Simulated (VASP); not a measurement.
Here is a VASP 6.6.1 calculation.

Contents of INCAR:

```
  PREC = Accurate
  ENCUT = 420
  EDIFF = 1E-6
  ISMEAR = 0
  SIGMA = 0.03
  LREAL = False
  LASPH = True
  NELM = 120
  ALGO = Normal
  ISIF = 2
  LWAVE = False
  LCHARG = True
  LDIPOL = True
  IDIPOL = 3
  DIPOL = 0.5 0.5 0.294
  GGA = PE
  IVDW = 12
  LELF = True
  LVHAR = True
  LVACPOTAV = True
  NBANDS = 11
  GGA_COMPAT = False
  NELMDL = -8
```

KPOINTS

```
Automatic mesh
0
Gamma
  12 12 1
```

File POSCAR:

```
BAs
1.0
    3.3751402914      0.0000000000      0.0000000000
   -1.6875701457      2.9229572337      0.0000000000
    0.0000000000      0.0000000000     23.8000000000
B As
1 1
Direct
    0.3333333333      0.6666666667      0.2941176471
    0.6666666667      0.3333333333      0.2941176471
```

Potentials or basis: VASP PAW PBE potentials, release 64 (B, As).

Command:

```bash
$ cat potpaw_PBE.64/B/POTCAR potpaw_PBE.64/As/POTCAR > POTCAR
$ mpirun -np 1 vasp_std > vasp.out
```

Estimate the dispersion energy per atom.

-0.131 eV.

Predict the band gap on the k mesh.

0.74 eV.

Caveat: semilocal functionals underestimate gaps, and a narrow one can read as zero.
